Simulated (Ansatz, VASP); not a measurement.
Si: VASP beside Ansatz

```xyz
4
Lattice="2.7305 0.0000 0.0000 -1.3652 2.3646 0.0000 0.0000 0.0000 9.0572" Properties=species:S:1:pos:R:3 pbc="T T T"
Si    0.0000    0.0000    0.0000
Si    0.0000    0.0000    4.5286
Si    0.0000    1.5764    2.2643
Si    1.3652    0.7882    6.7929
```

Alike in both runs: task single point; functional RPBE; k mesh 15 × 15 × 4; occupations fermi-dirac, width 0.1 eV; no spin polarisation.

```csv
,VASP,Ansatz
version,VASP 6.6.1,Ansatz 0.2.0
potentials or method,"VASP PAW PBE potentials, release 64 (Si), cutoff 520 eV","plane waves (420 eV) with PAW, scalar-relativistic"
valence electrons in the cell,16,16
```

|  | VASP | Ansatz | Ansatz less VASP |
| --- | --- | --- | --- |
| pressure (GPa) | -0.5 | -0.1 | +0.44 |
| traceless stress, the component that is largest in VASP (GPa) | 1.44 | 1.42 | -0.015 |

VASP's potentials were made for PBE, not for RPBE. With one functional, cell and mesh, what is left measures potentials, basis and numerics.
